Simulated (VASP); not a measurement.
# Co (P6_3/mmc) in VASP: a series of runs, part 2 of 2

VASP 6.6.1. The steps go on from the part before.

**3. Relaxation of shape and atoms at fixed volume, PBEsol, collinear spin, ferromagnetic start**

This run uses another cell than the first one, of 6.23 Å³/atom.

INCAR reads:

```
ALGO = Normal
EDIFF = 1E-6
EDIFFG = -0.005
ENCUT = 600
GGA = PS
IBRION = 2
ISIF = 4
ISMEAR = -1
ISPIN = 2
LASPH = T
LCHARG = F
LMAXMIX = 4
LORBIT = 11
LREAL = F
LWAVE = F
MAGMOM = 1.7 1.7
NELM = 150
NSW = 50
PREC = Accurate
SIGMA = 0.05
```

KPOINTS reads:

```
k-points
0
Gamma
  20 20 11
```

POSCAR reads:

```
Co
1.0
    2.0723659658      0.0000000000      0.0000000000
   -1.0361829829      1.7947215723      0.0000000000
    0.0000000000      0.0000000000      3.3477138185
Co
2
Direct
    0.3333333333      0.6666666667      0.2500000000
    0.6666666667      0.3333333333      0.7500000000
```

Potentials or basis: VASP PAW PBE potentials, release 64 (Co).

Started as:

```console
$ cat potpaw_PBE.64/Co/POTCAR > POTCAR
$ mpirun -np 1 vasp_std > vasp.out
```

Wall time 4.7 min (1 thread of Intel Xeon Platinum 8259CL at 2.50GHz (Skylake/Cascade Lake), shared host); peak memory 0.21 GiB.

It converged, with:

| Property | Result |
| --- | --- |
| Free energy | -9.4320 eV |
| Energy gained by relaxing | 0.1 meV/atom |
| Ionic steps | 3 |
| Pressure after relaxing | 386.6 GPa |
| Band gap on the k mesh | zero (filled and empty bands overlap) |
| Net moment | 0.00 μB per cell |

Step by step:
```tsv
step	energy change (eV)	largest force (eV/Å)	pressure (GPa)	volume (Å³)
1	0.0000	0.0000	386.60	12.45
2	0.0004	0.0000	386.57	12.45
3	-0.0002	0.0000	386.57	12.45
```

Final structure:
```
Co
1.0
     2.07063    0.00000    0.00000
    -1.03532    1.79322    0.00000
     0.00000    0.00000    3.35332
Co
2
Direct
  0.33333 0.66667 0.25000
  0.66667 0.33333 0.75000
```

Levels at points of the mesh, in eV from the Fermi level:
Spin up:
```tsv
k point	band 7	band 8	band 9	band 10	band 11	band 12
(0.00, 0.00, 0.00)	-3.30	-2.43	-2.43	-0.39	0.16	0.16
(0.50, 0.00, 0.00)	-3.08	0.56	0.79	0.93	3.65	7.19
```
Spin down:
```
           k point  band 5  band 6  band 7  band 8  band 9  band 10  band 11  band 12  band 13  band 14
(0.00, 0.00, 0.00)   -4.12   -3.30   -3.30   -2.43   -2.43    -0.39     0.16     0.16    12.97    25.62
(0.50, 0.00, 0.00)   -3.90   -3.88   -3.08    0.56    0.79     0.93     3.65     7.19    15.29    16.70
```

Caveat: the moments typed at the start vanished in this run; the PAW data sets were made with another functional, which shifts forces and pressure a little.

**4. Relaxation of shape and atoms at fixed volume, PBEsol, collinear spin, ferromagnetic start**

This run uses another cell than the first one, of 7.06 Å³/atom.

INCAR reads:

```
SYSTEM = Co
PREC = Accurate
ENCUT = 600
EDIFF = 1E-7
ISMEAR = -1
SIGMA = 0.05
LREAL = .False.
LASPH = .True.
NELM = 150
ALGO = Normal
ISIF = 4
LWAVE = .False.
LCHARG = .False.
ISPIN = 2
MAGMOM = 1.7 1.7
LORBIT = 11
LMAXMIX = 4
GGA = PS
IBRION = 2
NSW = 50
EDIFFG = -0.005
```

KPOINTS reads:

```
Automatic mesh
0
Gamma
  20 20 11
  0 0 0
```

POSCAR reads:

```
Co
1.0
    2.1606562195      0.0000000000      0.0000000000
   -1.0803281098      1.8711831749      0.0000000000
    0.0000000000      0.0000000000      3.4903384839
Co
2
Direct
    0.3333333333      0.6666666667      0.2500000000
    0.6666666667      0.3333333333      0.7500000000
```

Started as:

```console
$ cat potpaw_PBE.64/Co/POTCAR > POTCAR
$ mpirun -np 1 vasp_std > vasp.out
```

It took 4.6 min on 1 thread of Intel Xeon Platinum 8259CL at 2.50GHz (Skylake/Cascade Lake), shared host; peak memory 0.23 GiB.

It converged, with:

- Free energy: -12.4482 eV
- Energy gained by relaxing: 0.0 meV/atom
- Ionic steps: 3
- Pressure after relaxing: 211.3 GPa
- Band gap on the k mesh: zero (filled and empty bands overlap)
- Net moment: 0.00 μB per cell

Final structure:
```cif
data_structure
_symmetry_space_group_name_H-M 'P 1'
_symmetry_Int_Tables_number 1
_cell_length_a 2.1594
_cell_length_b 2.1594
_cell_length_c 3.4943
_cell_angle_alpha 90.000
_cell_angle_beta 90.000
_cell_angle_gamma 120.000
_cell_volume 14.11
loop_
_atom_site_label
_atom_site_type_symbol
_atom_site_fract_x
_atom_site_fract_y
_atom_site_fract_z
_atom_site_occupancy
Co1 Co 0.33333 0.66667 0.25000 1
Co2 Co 0.66667 0.33333 0.75000 1
```

Levels at points of the mesh, in eV from the Fermi level:
Spin up:
```tsv
k point	band 5	band 6	band 7	band 8	band 9	band 10	band 11	band 12	band 13	band 14
(0.00, 0.00, 0.00)	-3.40	-2.73	-2.73	-2.02	-2.02	-0.45	0.15	0.15	11.22	24.94
(0.50, 0.00, 0.00)	-3.49	-3.29	-2.60	0.46	0.65	0.76	3.08	6.17	13.78	15.01
```
Spin down:
```tsv
k point	band 7	band 8	band 9	band 10	band 11	band 12
(0.00, 0.00, 0.00)	-2.73	-2.02	-2.02	-0.45	0.15	0.15
(0.50, 0.00, 0.00)	-2.60	0.46	0.65	0.76	3.08	6.17
```

Caveat: the moments typed at the start vanished in this run; the PAW data sets were made with another functional, which shifts forces and pressure a little.

**5. Single point, PBEsol, collinear spin, ferromagnetic start**

This run uses another cell than the first one, of 4.67 Å³/atom.

INCAR reads:

```
PREC     = Accurate       # precision mode
ENCUT    = 520            # plane-wave cutoff, eV
EDIFF    = 1E-6           # SCF threshold, eV
ISMEAR   = -1             # smearing method
SIGMA    = 0.05           # smearing width, eV
LREAL    = False          # projectors in reciprocal space
LASPH    = True           # aspherical terms in the spheres
NELM     = 150            # most SCF steps
ALGO     = Normal         # electronic algorithm
ISIF     = 2              # what is computed and relaxed
LWAVE    = False          # write WAVECAR
LCHARG   = True           # write CHGCAR
ISPIN    = 2              # spin polarisation
MAGMOM   = 1.7 1.7        # initial moments
LORBIT   = 11             # projections on sites
LMAXMIX  = 4              # l up to which the mixer works
GGA      = PS             # functional
LELF     = True           # ELF
LVHAR    = True         
NBANDS   = 20             # bands
```

KPOINTS reads:

```
regular mesh
0
Gamma
  20 20 11
```

POSCAR reads:

```
Co
1.0
    1.8790449517      0.0000000000      0.0000000000
   -0.9395224758      1.6273006630      0.0000000000
    0.0000000000      0.0000000000      3.0539938040
Co
2
Direct
    0.3333333333      0.6666666667      0.2500000000
    0.6666666667      0.3333333333      0.7500000000
```

Started as:

```console
$ cat potpaw_PBE.64/Co/POTCAR > POTCAR
$ mpirun -np 1 vasp_std > vasp.out
```

It took 2.7 min on 1 thread of Intel Xeon 8259CL, shared host; peak memory 0.18 GiB.

The run converged, but its numbers aren't listed here, since they failed a check.

Caveat: atoms lie so close that the PAW spheres overlap strongly, which falsifies energies and pressures; the cell stands under pressure; the moments typed at the start vanished in this run; the PAW data sets were made with another functional, which shifts forces and pressure a little.

**6. Single point, PBEsol, collinear spin, ferromagnetic start (4.67 Å³/atom)**

This run uses another cell than the first one, of 4.67 Å³/atom.

INCAR reads:

```
SYSTEM = Co
PREC = Accurate
ENCUT = 520
EDIFF = 1E-7
ISMEAR = -1
SIGMA = 0.05
LREAL = .FALSE.
LASPH = .TRUE.
NELM = 150
ALGO = Normal
ISIF = 2
LWAVE = .FALSE.
LCHARG = .FALSE.
ISPIN = 2
MAGMOM = 1.7 1.7
LORBIT = 11
LMAXMIX = 4
GGA = PS
NBANDS = 20
```

KPOINTS reads:

```
regular mesh
0
G
  20 20 11
  0 0 0
```

Changes to POSCAR since step 5:

```diff
@@ -2,3 +2,3 @@
 1.0
-    1.8790449517      0.0000000000      0.0000000000
+    1.8790449516      0.0000000000      0.0000000000
    -0.9395224758      1.6273006630      0.0000000000
```

Potentials or basis: VASP PAW PBE potentials, release 64 (Co).

Started as:

```console
$ cat potpaw_PBE.64/Co/POTCAR > POTCAR
$ mpirun -np 1 vasp_std > vasp.out
```

OUTCAR:

```text
SYSTEM = Co
   PREC = Accurate
   ENCUT = 520
   EDIFF = 1E-7
   ISMEAR = -1
   LREAL = .FALSE.
   LASPH = .TRUE.
   NELM = 150
   ISIF = 2
   ISPIN = 2
   LORBIT = 11
   GGA = PS

 ion  position               nearest neighbor table
   1  0.333  0.667  0.250-   2 1.87   2 1.87   2 1.87   2 1.87   2 1.87   2 1.87   2 2.65   2 2.65
                             2 2.65   2 2.65   2 2.65   2 2.65
   2  0.667  0.333  0.750-   1 1.87   1 1.87   1 1.87   1 1.87   1 1.87   1 1.87   1 2.65   1 2.65
                             1 2.65   1 2.65   1 2.65   1 2.65

  LATTYP: Found a hexagonal cell.
 ALAT       =     1.8790449516
 C/A-ratio  =     1.6252904442

  Lattice vectors:

 A1 = (   1.8790449516,   0.0000000000,   0.0000000000)
 A2 = (  -0.9395224758,   1.6273006630,   0.0000000000)
 A3 = (   0.0000000000,   0.0000000000,   3.0539938040)

Analysis of symmetry for initial positions (statically):
=====================================================================
 Subroutine PRICEL returns:
 Original cell was already a primitive cell.

 Routine SETGRP: Setting up the symmetry group for a
 hexagonal supercell.

[... 752 lines left out ...]
      1      15.7267      1.00000
      2      17.2979      1.00000
      3      23.8879      1.00000
      4      23.9546      1.00000
      5      23.9546      1.00000
      6      25.2350      1.00000
[... 541 lines left out ...]
     19      66.0096      0.00000
     20      66.0383      0.00000

 [... further k-points ...]
[... 5 lines left out ...]
  --------------------------------------------------------------------------------------
  -------------------------------------------------------------------------------------
  Total       68.4037555     68.4037555     68.2398145      0.0000000     -0.0000000      0.0000000
  in kB    11735.9271613  11735.9271622  11707.8000609      0.0000000     -0.0000000      0.0000000
  external PRESSURE =   11726.5514614 kB  Pullay stress =       0.0000000 kB

 VOLUME and BASIS-vectors are now :
 -----------------------------------------------------------------------------
  energy-cutoff  :      520.00
  volume of cell :        9.34
      direct lattice vectors                 reciprocal lattice vectors
     1.879044952  0.000000000  0.000000000     0.532185246  0.307257295  0.000000000
    -0.939522476  1.627300663  0.000000000     0.000000000  0.614514590  0.000000000
     0.000000000  0.000000000  3.053993804     0.000000000  0.000000000  0.327440088

 POSITION                                       TOTAL-FORCE (eV/Angst)
 -----------------------------------------------------------------------------------
     -0.00000      1.08487      0.76350         0.000000     -0.000000      0.000000
      0.93952      0.54243      2.29050        -0.000000      0.000000      0.000000
 -----------------------------------------------------------------------------------
    total drift:                                0.000000     -0.000000     -0.000000

  FREE ENERGIE OF THE ION-ELECTRON SYSTEM (eV)
  ---------------------------------------------------
  free  energy   TOTEN  =         4.3191756339 eV

  energy  without entropy=        4.3330397292  energy(sigma->0) =        4.32610768

 total charge

# of ion       s       p       d       tot
------------------------------------------
    1        1.078   1.758   8.898  11.734
    2        1.078   1.758   8.898  11.734
--------------------------------------------------
tot          2.156   3.516  17.795  23.467

 magnetization (x)

# of ion       s       p       d       tot
------------------------------------------
    1       -0.000   0.000   0.000   0.000
    2       -0.000   0.000   0.000   0.000
--------------------------------------------------
tot         -0.000   0.000   0.000   0.000
```

Run time: 2.4 min. Hardware: 1 thread of Intel Xeon 8259CL, shared host; peak memory 0.18 GiB.

The run converged, but its numbers aren't listed here, since they failed a check.

Caveat: atoms lie so close that the PAW spheres overlap strongly, which falsifies energies and pressures; the cell stands under pressure; the moments typed at the start vanished in this run; the PAW data sets were made with another functional, which shifts forces and pressure a little.
